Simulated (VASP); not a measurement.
Runs of VASP 6.6.1 on InAs. The structure is that of space group Fm-3m (No. 225), or close to it. The cells are those of the table. 

| task | level | spin | cell | k mesh | cutoff (eV) | gap on the mesh (eV) | pressure (GPa) |
| --- | --- | --- | --- | --- | --- | --- | --- |
| single point | r2SCAN | non-collinear, zero start, SOC | a = 4.069 Å, angles 60.0°, 2 atoms | 6 × 6 × 6 | 520 | - | -2.1 |
| relaxation of cell and atoms | PBE+D4 | off | relaxed from a = 4.069 Å, angles 60.0°, 2 atoms | 8 × 8 × 8 | 600 | none | 0.0 |
| single point | r2SCAN | off | a = 4.096 Å, angles 60.0°, 2 atoms | 8 × 8 × 8 | 520 | none | -3.4 |
| single point | r2SCAN | off | a = 4.069 Å, angles 60.0°, 2 atoms | 11 × 11 × 11 | 520 | none | (a) |
| single point | PBEsol | off | a = 4.149 Å, angles 60.0°, 2 atoms | 8 × 8 × 8 | 520 | none | -6.0 |

Alike in all rows: potentials or basis VASP PAW PBE potentials, release 64 (In_d, As); smearing fermi-dirac 0.05 eV.

Problem. Estimate the missing entries.

Solution. (a) -2.4.

Caveats: the PAW data sets were made with another functional, which shifts forces and pressure a little (at least some runs); spin-orbit coupling is left out, which moves the levels of the heavy elements (at least some runs); the cell stands under tension (at least some runs).

A k mesh can miss the band edges, and rows without SOC leave out spin-orbit coupling on As, In.

A gap of «none» marks levels without a gap at the run's occupations.
